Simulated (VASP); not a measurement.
# NaCl (Fm-3m) in VASP: a series of runs, part 2 of 2

VASP 6.6.1.

## (3) Single point, r2SCAN (volume scaled by 0.920)

POSCAR

```
NaCl
1.0
    0.0000000000      2.7268249658      2.7268249658
    2.7268249658      0.0000000000      2.7268249658
    2.7268249658      2.7268249658      0.0000000000
Na Cl
1 1
Direct
    0.0000000000      0.0000000000      0.0000000000
    0.5000000000      0.5000000000      0.5000000000
```

INCAR.step1

```
PREC = Accurate
ENCUT = 520
ISMEAR = 0
SIGMA = 0.05
LREAL = False
LASPH = True
NELM = 60
NBANDS = 14
GGA = PE
ALGO = Normal
EDIFF = 1E-4
LWAVE = True
LCHARG = False
```

INCAR.step2

```
PREC = Accurate
ENCUT = 520
EDIFF = 1E-6
ISMEAR = 0
SIGMA = 0.05
LREAL = False
LASPH = True
NELM = 60
ALGO = Normal
ISIF = 2
LWAVE = False
LCHARG = False
METAGGA = R2SCAN
LMIXTAU = True
NBANDS = 14
ISTART = 1
```

KPOINTS

```
Automatic mesh
0
Gamma
  6 6 6
```

Potentials or basis: VASP PAW PBE potentials, release 64 (Na_pv, Cl).

Started as:

```
cat potpaw_PBE.64/Na_pv/POTCAR potpaw_PBE.64/Cl/POTCAR > POTCAR
cp INCAR.step1 INCAR
mpirun -np 1 vasp_std > vasp.out
cp INCAR.step2 INCAR
mpirun -np 1 vasp_std > vasp.out
```

OUTCAR:

```text
PREC = Accurate
   ENCUT = 520
   EDIFF = 1E-6
   ISMEAR = 0
   LREAL = False
   LASPH = True
   NELM = 60
   ISIF = 2
   METAGGA = R2SCAN
   ISTART = 1

 ion  position               nearest neighbor table
   1  0.000  0.000  0.000-   2 2.73   2 2.73   2 2.73   2 2.73   2 2.73   2 2.73
   2  0.500  0.500  0.500-   1 2.73   1 2.73   1 2.73   1 2.73   1 2.73   1 2.73

  LATTYP: Found a face centered cubic cell.
 ALAT       =     5.4536499316

  Lattice vectors:

 A1 = (   0.0000000000,   2.7268249658,   2.7268249658)
 A2 = (   2.7268249658,   0.0000000000,   2.7268249658)
 A3 = (   2.7268249658,   2.7268249658,   0.0000000000)

Analysis of symmetry for initial positions (statically):
=====================================================================
 Subroutine PRICEL returns:
 Original cell was already a primitive cell.

 Routine SETGRP: Setting up the symmetry group for a
 face centered cubic supercell.

 Subroutine GETGRP returns: Found 48 space group operations
 (whereof 48 operations were pure point group operations)
 out of a pool of 48 trial point group operations.

The static configuration has the point symmetry O_h .

Analysis of symmetry for dynamics (positions and initial velocities):
[... 167 lines left out ...]
      8       5.8317      0.00000
      9      11.3003      0.00000
     10      11.3003      0.00000
     11      11.3003      0.00000
     12      13.6856      0.00000
     13      13.6856      0.00000
     14      15.5033      0.00000
[... 241 lines left out ...]
      1     -21.9197      2.00000
      2     -21.9109      2.00000
      3     -21.9096      2.00000
      4     -13.4848      2.00000
      5      -2.2479      2.00000
      6      -1.6308      2.00000
      7      -1.3926      2.00000
      8       9.0212      0.00000
      9       9.1404      0.00000
     10      11.2231      0.00000
     11      13.0342      0.00000
     12      16.6725      0.00000
     13      17.2987      0.00000
     14      17.4576      0.00000

------------------------ aborting loop because EDIFF is reached ----------------------------------------

  FORCE on cell =-STRESS in cart. coord.  units (eV):
  Direction    XX          YY          ZZ          XY          YZ          ZX
  --------------------------------------------------------------------------------------
  -------------------------------------------------------------------------------------
  Total        0.6232089      0.6232089      0.6232089      0.0000000      0.0000000      0.0000000
  in kB       24.6230836     24.6230836     24.6230836      0.0000000      0.0000000      0.0000000
  external PRESSURE =      24.6230836 kB  Pullay stress =       0.0000000 kB

 VOLUME and BASIS-vectors are now :
 -----------------------------------------------------------------------------
  energy-cutoff  :      520.00
  volume of cell :       40.55
      direct lattice vectors                 reciprocal lattice vectors
     0.000000000  2.726824966  2.726824966    -0.183363438  0.183363438  0.183363438
     2.726824966  0.000000000  2.726824966     0.183363438 -0.183363438  0.183363438
     2.726824966  2.726824966  0.000000000     0.183363438  0.183363438 -0.183363438

 POSITION                                       TOTAL-FORCE (eV/Angst)
 -----------------------------------------------------------------------------------
      0.00000      0.00000      0.00000         0.000000     -0.000000     -0.000000
      2.72682      2.72682      2.72682        -0.000000      0.000000      0.000000
 -----------------------------------------------------------------------------------
    total drift:                               -0.000000      0.000000      0.000000

  FREE ENERGIE OF THE ION-ELECTRON SYSTEM (eV)
  ---------------------------------------------------
  free  energy   TOTEN  =       -13.7662567330 eV

  energy  without entropy=      -13.7662567330  energy(sigma->0) =      -13.76625673
```

OUTCAR.step1:

```text
PREC = Accurate
   ENCUT = 520
   ISMEAR = 0
   LREAL = False
   LASPH = True
[... 483 lines left out ...]
      0.00000      0.00000      0.00000         0.000000      0.000000      0.000000
      2.72682      2.72682      2.72682        -0.000000     -0.000000     -0.000000
 -----------------------------------------------------------------------------------
    total drift:                               -0.000000      0.000000      0.000000

  FREE ENERGIE OF THE ION-ELECTRON SYSTEM (eV)
  ---------------------------------------------------
  free  energy   TOTEN  =        -6.7119383130 eV

  energy  without entropy=       -6.7119383130  energy(sigma->0) =       -6.71193831
```

OSZICAR.step1:

```text
N       E                     dE             d eps       ncg     rms          rms(c)
DAV:   1     0.987261882897E+02    0.98726E+02   -0.70782E+03   460   0.105E+03
DAV:   2     0.533282980892E+00   -0.98193E+02   -0.91283E+02   484   0.276E+02
DAV:   3    -0.677646221530E+01   -0.73097E+01   -0.72743E+01   550   0.692E+01
DAV:   4    -0.689312307742E+01   -0.11666E+00   -0.11661E+00   538   0.932E+00
DAV:   5    -0.689584598560E+01   -0.27229E-02   -0.27228E-02   582   0.145E+00    0.221E+00
DAV:   6    -0.671890560710E+01    0.17694E+00   -0.28359E-01   528   0.330E+00    0.166E+00
DAV:   7    -0.670707748183E+01    0.11828E-01   -0.80589E-02   608   0.172E+00    0.113E+00
DAV:   8    -0.671196798478E+01   -0.48905E-02   -0.87551E-03   490   0.847E-01    0.301E-01
DAV:   9    -0.671185422964E+01    0.11376E-03   -0.20656E-04   568   0.118E-01    0.147E-01
DAV:  10    -0.671193831303E+01   -0.84083E-04   -0.20987E-04   496   0.134E-01
   1 F= -.67119383E+01 E0= -.67119383E+01  d E =-.182971E-15
```

Run time: 20 s. Hardware: 1 thread of Intel Xeon 6975P-C (Granite Rapids), shared host; peak memory 0.16 GiB.

Results:

- Free energy: -13.7663 eV
- Pressure: 2.5 GPa
- Band gap on the k mesh: 6.37 eV, direct

Caveat: the PAW data sets were made with another functional, which shifts forces and pressure a little.
